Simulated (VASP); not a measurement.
# BN (Fmm2) in VASP: notebook

BN is run at these levels: r2SCAN; tasks: relaxation of cell and atoms, single point.

Program: VASP 6.6.1. These are calculated values, not measurements. Logs are shortened: lines on timing, memory, paths and dates and some standing lists are left out, and cuts for length are marked.

## 1. The cell of the first run

The structure is orthorhombic, space group Fmm2 (No. 42). The conventional cell has a = 2.503 Å, b = 6.991 Å, c = 4.332 Å, α = 90.00°, β = 90.00°, γ = 90.00°. B (site symmetry mm2) has 3 N at 1.44 Å within 1.9 Å. N (site symmetry mm2) has 3 B at 1.44 Å within 1.9 Å.

## 2. Relaxation of cell and atoms, r2SCAN

The input, POSCAR:

```
BN
1.0
    0.0000000000      3.4953158300      2.1660912400
    1.2516321000      0.0000000000      2.1660912400
    1.2516321000      3.4953158300      0.0000000000
B N
1 1
Direct
    0.0000486500      0.0000486500      0.9999513500
    0.6666513400      0.6666513400      0.3333486600
```

The input, INCAR.step1:

```
PREC = Accurate
ENCUT = 600
ISMEAR = 0
SIGMA = 0.02
LREAL = F
LASPH = T
NELM = 100
GGA = PE
ALGO = Normal
EDIFF = 1E-4
LWAVE = T
LCHARG = F
```

The input, INCAR.step2:

```
PREC = Accurate
ENCUT = 600
EDIFF = 1E-6
ISMEAR = 0
SIGMA = 0.02
LREAL = F
LASPH = T
NELM = 100
ALGO = Normal
ISIF = 3
LWAVE = F
LCHARG = F
METAGGA = R2SCAN
LMIXTAU = T
IBRION = 2
NSW = 100
EDIFFG = -0.005
ISTART = 1
```

The input, KPOINTS:

```
regular mesh
0
Gamma
  12 12 12
```

Potentials or basis: VASP PAW PBE potentials, release 64 (B, N).

Launch:

```console
> cat potpaw_PBE.64/B/POTCAR potpaw_PBE.64/N/POTCAR > POTCAR
> cp INCAR.step1 INCAR
> mpirun -np 1 vasp_std > vasp.out
> cp INCAR.step2 INCAR
> mpirun -np 1 vasp_std > vasp.out
```

OUTCAR:

```text
PREC = Accurate
   ENCUT = 600
   EDIFF = 1E-6
   ISMEAR = 0
   LREAL = F
   LASPH = T
   NELM = 100
   ISIF = 3
   METAGGA = R2SCAN
   IBRION = 2
   NSW = 100
   EDIFFG = -0.005
   ISTART = 1

 ion  position               nearest neighbor table
   1  0.000  0.000  1.000-   2 1.44   2 1.44   2 1.44
   2  0.667  0.667  0.333-   1 1.44   1 1.44   1 1.44

  LATTYP: Found a face centered orthorhombic cell.
 ALAT       =     2.5032642000
 B/A-ratio  =     1.7306133647
 C/A-ratio  =     2.7926064137

  Lattice vectors:

 A1 = (   0.0000000000,   3.4953158300,   2.1660912400)
 A2 = (  -1.2516321000,   3.4953158300,   0.0000000000)
 A3 = (  -1.2516321000,   0.0000000000,   2.1660912400)

Analysis of symmetry for initial positions (statically):
=====================================================================
 Subroutine PRICEL returns:
 Original cell was already a primitive cell.

 Routine SETGRP: Setting up the symmetry group for a
 face centered orthorhombic supercell.

 Subroutine GETGRP returns: Found  4 space group operations
 (whereof  4 operations were pure point group operations)
 out of a pool of  8 trial point group operations.

The static configuration has the point symmetry C_2v.

Analysis of symmetry for dynamics (positions and initial velocities):
=====================================================================
 Subroutine PRICEL returns:
 Original cell was already a primitive cell.

 Routine SETGRP: Setting up the symmetry group for a
 face centered orthorhombic supercell.

 Subroutine GETGRP returns: Found  4 space group operations
 (whereof  4 operations were pure point group operations)
 out of a pool of  8 trial point group operations.

The dynamic configuration has the point symmetry C_2v.

 Subroutine INISYM returns: Found  4 space group operations
 (whereof  4 operations are pure point group operations),
 and found     1 'primitive' translations

----------------------------------------------------------------------------------------

                                     Primitive cell

  volume of cell :      18.9526

  direct lattice vectors                    reciprocal lattice vectors
     0.000000000  3.495315830  2.166091240    -0.399478409  0.143048590  0.230830535
     1.251632100  0.000000000  2.166091240     0.399478409 -0.143048590  0.230830535
     1.251632100  3.495315830  0.000000000     0.399478409  0.143048590 -0.230830535

  length of vectors
     4.112077822  2.501706252  3.712656147     0.483041027  0.483041027  0.483041027

  position of ions in fractional coordinates (direct lattice)
     0.000048650  0.000048650  0.999951350
     0.666651340  0.666651340  0.333348660

  ion indices of the primitive-cell ions
   primitive index   ion index
                 1           1
                 2           2

----------------------------------------------------------------------------------------

 KPOINTS: regular mesh

Automatic generation of k-mesh.
 Grid dimensions read from file:
 generate k-points for:   12   12   12

 Generating k-lattice:

  Cartesian coordinates                     Fractional coordinates (reciprocal lattice)
    -0.033289867  0.011920716  0.019235878     0.083333333  0.000000000  0.000000000
     0.033289867 -0.011920716  0.019235878     0.000000000  0.083333333  0.000000000
     0.033289867  0.011920716 -0.019235878     0.000000000  0.000000000  0.083333333

  Length of vectors
     0.040253419  0.040253419  0.040253419

  Shift w.r.t. Gamma in fractional coordinates (k-lattice)
     0.000000000  0.000000000  0.000000000

 Subroutine IBZKPT returns following result:
 ===========================================

 Found    280 irreducible k-points:

 Following reciprocal coordinates:
            Coordinates               Weight
  0.000000  0.000000  0.000000      1.000000
  0.083333  0.000000 -0.000000      8.000000
  0.166667  0.000000 -0.000000      8.000000
  0.250000  0.000000  0.000000      8.000000
  0.333333  0.000000  0.000000      8.000000
  0.416667  0.000000 -0.000000      8.000000
[... 16 lines left out ...]
  0.500000  0.166667  0.000000      8.000000
 -0.416667  0.166667  0.000000      8.000000
 [... further k-points ...]
   k-points           NKPTS =    280   k-points in BZ     NKDIM =    280   number of bands    NBANDS=      8
   number of dos      NEDOS =    301   number of ions     NIONS =      2
   total plane-waves  NPLWV =  21600
   dimension x,y,z NGX =    36 NGY =   20 NGZ =   30
   dimension x,y,z NGXF=    72 NGYF=   40 NGZF=   60
   ions per type =               1   1
   NGX,Y,Z   is equivalent  to a cutoff of  14.55, 13.29, 13.43 a.u.
   NGXF,Y,Z  is equivalent  to a cutoff of  29.11, 26.58, 26.87 a.u.
 SYSTEM =  unknown system
   PREC   = accura    normal or accurate (medium, high low for compatibility)
   ISTART =      1    job   : 0-new  1-cont  2-samecut
   ICHARG =      0    charge: 1-file 2-atom 10-const
   ISPIN  =      1    spin polarized calculation?
   LNONCOLLINEAR =      F non collinear calculations
   LSORBIT =      F    spin-orbit coupling
   LASPH  =      T    aspherical Exc in radial PAW
   ENCUT  =  600.0 eV  44.10 Ry    6.64 a.u.   8.21  5.00  7.42*2*pi/ulx,y,z
   NELM   =    100;   NELMIN=  2; NELMDL=  0     # of ELM steps
   EDIFF  = 0.1E-05   stopping-criterion for ELM
   LREAL  =      F    real-space projection
   EDIFFG = -.5E-02   stopping-criterion for IOM
   NSW    =    100    number of steps for IOM
   IBRION =      2    ionic relax: 0-MD 1-quasi-New 2-CG
   NFREE  =      1    steps in history (QN), initial steepest desc. (CG)
   ISIF   =      3    stress and relaxation
   ISYM   =      2    0-nonsym 1-usesym 2-fastsym
   POTIM  = 0.5000    time-step for ionic-motion
   TEBEG  =    0.0;   TEEND  =   0.0 temperature during run
   PSTRESS=    0.0 pullay stress
   NELECT =       8.0000    total number of electrons
   NUPDOWN=      -1.0000    fix difference up-down
   EMIN   =  10.00;   EMAX   =-10.00  energy-range for DOS
   EFERMI =   0.00;   METHOD = LEGACY
   ISMEAR =     0;   SIGMA  =   0.02  broadening in eV -4-tet -1-fermi 0-gaus
   EFERMI_NEDOS =   21; number of points for ismear=-14 and -15
   IALGO  =     38    algorithm
   IMIX   =      4    mixing-type and parameters
     AMIX     =   0.40;   BMIX     =  1.00
     AMIX_MAG =   1.60;   BMIX_MAG =  1.00
  volume/ion in A,a.u.               =       9.48        63.95
  Fermi-wavevector in a.u.,A,eV,Ry     =   1.228047  2.320672 20.518928  1.508099
  Thomas-Fermi vector in A             =   2.362987
   LORBIT       =      0    0 simple, 1 ext, 2 COOP (PROOUT), +10 PAW based schemes
   METAGGA = R2SCAN    functional components
   LHFCALC =     F    Hartree Fock is set to
   AEXX    =    0.0000 exact exchange contribution
   IVDW    =     0    specifies the selected vdW correction
   LEPSILON=     F    determine dielectric tensor
   LRPA    =     F    only Hartree local field effects (RPA)
 conjugate gradient relaxation of ions
 non-spin polarized calculation
 Gauss-broadening in eV      SIGMA  =   0.02
  energy-cutoff  :      600.00
  volume of cell :       18.95
 maximum number of plane-waves:       650
 NGX is ok and might be reduce to    36

--------------------------------------- Ionic step        1  -------------------------------------------

 number of electron       8.0000000 magnetization

 Free energy of the ion-electron system (eV)
  ---------------------------------------------------
  ext. energy  EPLUGINS =         0.00000000
  ---------------------------------------------------
  free energy    TOTEN  =       -19.29733372 eV

  energy without entropy =      -19.29733372  energy(sigma->0) =      -19.29733372

------------------------ aborting loop because EDIFF is reached ----------------------------------------

  FORCE on cell =-STRESS in cart. coord.  units (eV):
  Direction    XX          YY          ZZ          XY          YZ          ZX
  --------------------------------------------------------------------------------------
  -------------------------------------------------------------------------------------
  Total       -0.0014131     -0.0265711     -0.0031337      0.0000000      0.0000000      0.0000000
  in kB       -0.1194586     -2.2462105     -0.2649083      0.0000000      0.0000000      0.0000000
  external PRESSURE =      -0.8768592 kB  Pullay stress =       0.0000000 kB
[... 89 lines left out ...]
  FREE ENERGIE OF THE ION-ELECTRON SYSTEM (eV)
  ---------------------------------------------------
  free  energy   TOTEN  =       -19.2973440627 eV

  energy  without entropy=      -19.2973440627  energy(sigma->0) =      -19.29734406

[... ionic steps 4 to 19 ...]

--------------------------------------- Ionic step       20  -------------------------------------------

 number of electron       8.0000000 magnetization

------------------------ aborting loop because EDIFF is reached ----------------------------------------

  FORCE on cell =-STRESS in cart. coord.  units (eV):
  Direction    XX          YY          ZZ          XY          YZ          ZX
  --------------------------------------------------------------------------------------
  -------------------------------------------------------------------------------------
  Total        0.0001535     -0.0001767      0.0001992      0.0000000      0.0000000      0.0000000
  in kB        0.0131238     -0.0151036      0.0170307      0.0000000      0.0000000      0.0000000
  external PRESSURE =       0.0050170 kB  Pullay stress =       0.0000000 kB
[... 57 lines left out ...]
  energy  without entropy=      -19.2974895218  energy(sigma->0) =      -19.29748952

--------------------------------------- Ionic step       22  -------------------------------------------

 number of electron       8.0000000 magnetization

 Free energy of the ion-electron system (eV)
  ---------------------------------------------------
  ext. energy  EPLUGINS =         0.00000000
  ---------------------------------------------------
  free energy    TOTEN  =       -19.29748986 eV

  energy without entropy =      -19.29748986  energy(sigma->0) =      -19.29748986

 E-fermi :   1.9016     XC(G=0): -10.4717

 val. band max:        1.8183166140   @ k =   0.5000  -0.3333   0.1667
 cond. band min:       6.1270157030   @ k =   0.0000   0.5000   0.5000
 fundamental gap:      4.3086990890
 Fermi energy:         1.9016488820

 k-point     1 :       0.0000    0.0000    0.0000
  band No.  band energies     occupation
      1     -17.0706      2.00000
      2      -2.7304      2.00000
      3       0.3652      2.00000
      4       0.3669      2.00000
      5       7.0581      0.00000
      6      14.0638      0.00000
      7      14.1404      0.00000
      8      16.0841      0.00000
[... 243 lines left out ...]
 k-point    24 :      -0.4167    0.1667    0.0000
  band No.  band energies     occupation
      1     -13.5341      2.00000
      2      -7.2015      2.00000
      3      -3.9806      2.00000
      4       1.1616      2.00000
      5       7.1794      0.00000
      6      14.0658      0.00000
      7      16.0099      0.00000
      8      17.8199      0.00000

 [... further k-points ...]
[... 5 lines left out ...]
  --------------------------------------------------------------------------------------
  -------------------------------------------------------------------------------------
  Total        0.0007411     -0.0006468     -0.0005594      0.0000000      0.0000000      0.0000000
  in kB        0.0633557     -0.0552946     -0.0478245      0.0000000      0.0000000      0.0000000
  external PRESSURE =      -0.0132545 kB  Pullay stress =       0.0000000 kB
[... 17 lines left out ...]
  FREE ENERGIE OF THE ION-ELECTRON SYSTEM (eV)
  ---------------------------------------------------
  free  energy   TOTEN  =       -19.2974898552 eV

  energy  without entropy=      -19.2974898552  energy(sigma->0) =      -19.29748986

 reached required accuracy - stopping structural energy minimisation
```

It took 23 min on 1 thread of Intel Xeon Platinum 8488C (Sapphire Rapids), shared host; peak memory 0.19 GiB.

What came out:

```yaml
Free_energy: -19.2975 eV
Relaxed_volume: 9.37 Å³/atom
Relaxed_cell: a = 4.079 Å, b = 2.502 Å, c = 3.676 Å, α = 80.19°, β = 37.18°, γ = 62.63°
Space_group_after_relaxing_to_0.05_Å: Fmm2 (No. 42)
Energy_gained_by_relaxing: 0.1 meV/atom
Ionic_steps: 22
Pressure_after_relaxing: 0.0 GPa
Band_gap_on_the_k_mesh: 4.31 eV, indirect (least direct gap 5.22 eV)
```

The path:
| step | energy change (eV) | largest force (eV/Å) | pressure (GPa) | volume (Å³) |
| --- | --- | --- | --- | --- |
| 1 | 0.0000 | 0.0086 | -0.09 | 18.95 |
| 2 | 0.0000 | 0.0252 | -0.04 | 18.94 |
| 3 | 0.0000 | 0.0196 | -0.03 | 18.94 |
| 4 | 0.0000 | 0.0146 | -0.06 | 18.94 |
| 5 | 0.0000 | 0.0110 | -0.05 | 18.94 |
| 6 | 0.0000 | 0.0004 | -0.04 | 18.92 |
| 7 | -0.0001 | 0.0208 | -0.01 | 18.87 |
| 8 | -0.0001 | 0.0286 | 0.00 | 18.86 |
| 9 | -0.0001 | 0.0277 | 0.00 | 18.86 |
| 10 | -0.0001 | 0.0250 | 0.00 | 18.85 |
| 11 | -0.0001 | 0.0195 | 0.00 | 18.83 |
| 12 | -0.0001 | 0.0087 | 0.00 | 18.79 |
| 13 | -0.0001 | 0.0130 | 0.00 | 18.70 |
| 14 | -0.0001 | 0.0039 | 0.00 | 18.74 |
| 15 | -0.0001 | 0.0046 | 0.01 | 18.74 |
| 16 | -0.0002 | 0.0058 | 0.00 | 18.74 |
| 17 | -0.0002 | 0.0056 | -0.01 | 18.74 |
| 18 | -0.0002 | 0.0054 | -0.01 | 18.74 |
| 19 | -0.0002 | 0.0054 | 0.00 | 18.74 |
| 20 | -0.0002 | 0.0055 | 0.00 | 18.74 |
| 21 | -0.0002 | 0.0055 | 0.00 | 18.74 |
| 22 | -0.0002 | 0.0004 | 0.00 | 18.74 |

Final structure:
```
CELL_PARAMETERS angstrom
0.00000 3.45654 2.16582
1.25171 0.00000 2.16582
1.25171 3.45654 0.00000
ATOMIC_POSITIONS crystal
B 0.00008 0.00008 0.99992
N 0.66662 0.66662 0.33338
```

Caveat: the PAW data sets were made with another functional, which shifts forces and pressure a little. A k mesh can miss the band edges.

## 3. Single point, r2SCAN

This run uses another cell than the first one: it holds 8 atoms, not 2.

The input, POSCAR:

```
BN
1.0
    2.3890246829      0.0000000000      0.0000000000
    0.0000000000      6.6514373853      0.0000000000
    0.0000000000      0.0000000000      4.3719517998
B N
4 4
Direct
    0.5000000000      0.0000000000      0.4980329102
    0.5000000000      0.5000000000     -0.0019670898
    0.0000000000      0.0000000000     -0.0019670898
    0.0000000000      0.5000000000      0.4980329102
    0.5000000000      0.0000000000      0.1686670798
    0.5000000000      0.5000000000      0.6686670798
    0.0000000000      0.0000000000      0.6686670798
    0.0000000000      0.5000000000      0.1686670798
```

The input, INCAR.step1:

```
SYSTEM = BN
ALGO = Normal
EDIFF = 1E-4
ENCUT = 520
GGA = PE
ISMEAR = 0
LASPH = .TRUE.
LCHARG = .FALSE.
LREAL = .FALSE.
LWAVE = .TRUE.
NBANDS = 26
NELM = 100
PREC = Accurate
SIGMA = 0.02
```

The input, INCAR.step2:

```
SYSTEM = BN
ALGO = Normal
EDIFF = 1E-6
ENCUT = 520
ISIF = 2
ISMEAR = 0
ISTART = 1
LASPH = .TRUE.
LCHARG = .TRUE.
LELF = .TRUE.
LMIXTAU = .TRUE.
LREAL = .FALSE.
LVHAR = .TRUE.
LWAVE = .FALSE.
METAGGA = R2SCAN
NBANDS = 26
NELM = 100
PREC = Accurate
SIGMA = 0.02
```

The input, KPOINTS:

```
k-points
0
G
  10 4 6
  0 0 0
```

Potentials or basis: VASP PAW PBE potentials, release 64 (B, N).

Launch:

```console
> cat potpaw_PBE.64/B/POTCAR potpaw_PBE.64/N/POTCAR > POTCAR
> cp INCAR.step1 INCAR
> mpirun -np 1 vasp_std > vasp.out
> cp INCAR.step2 INCAR
> mpirun -np 1 vasp_std > vasp.out
```

Wall time 3.1 min (1 thread of Intel Xeon 6975P-C (Granite Rapids), shared host); peak memory 0.23 GiB.

It converged, with:

```
Free energy            : -76.7228 eV
Pressure               : 15.4 GPa
Largest force          : 0.004 eV/Å
Band gap on the k mesh : 3.78 eV
```

Forces in eV/Å, atoms in the order of the input:
```
B    0.000  0.000 -0.004
B    0.000  0.000 -0.004
B    0.000  0.000 -0.004
B    0.000  0.000 -0.004
N    0.000  0.000  0.004
N    0.000  0.000  0.004
N    0.000  0.000  0.004
N    0.000  0.000  0.004
```

Stress tensor (GPa, compression positive):
```
44.38  0.00  0.00
 0.00  1.14  0.00
 0.00  0.00  0.78
```

Levels at points of the mesh, in eV from the valence-band top:
```
           k point  band 14  band 15  band 16  band 17  band 18  band 19
(0.00, 0.00, 0.00)    -1.11    -1.07    -0.80     3.78     5.32     6.57
(0.50, 0.00, 0.00)    -1.78    -0.73    -0.73     6.23     6.23     6.76
(0.00, 0.50, 0.00)    -1.50    -1.09    -1.09     4.90     4.90     7.83
(0.50, 0.50, 0.00)    -1.25    -1.25    -1.25     6.35     6.35     6.35
(0.00, 0.00, 0.50)    -2.70    -2.65    -2.65     7.29     7.29     8.78
(0.50, 0.00, 0.50)    -1.12    -1.12    -1.12     5.63     5.63     5.63
(0.00, 0.50, 0.50)    -2.67    -2.67    -2.67     8.59     8.59     8.59
(0.50, 0.50, 0.50)    -1.05    -1.05    -1.05     5.34     5.34     5.34
```

Caveat: the PAW data sets were made with another functional, which shifts forces and pressure a little. A k mesh can miss the band edges.

[end of part 1 of 2]
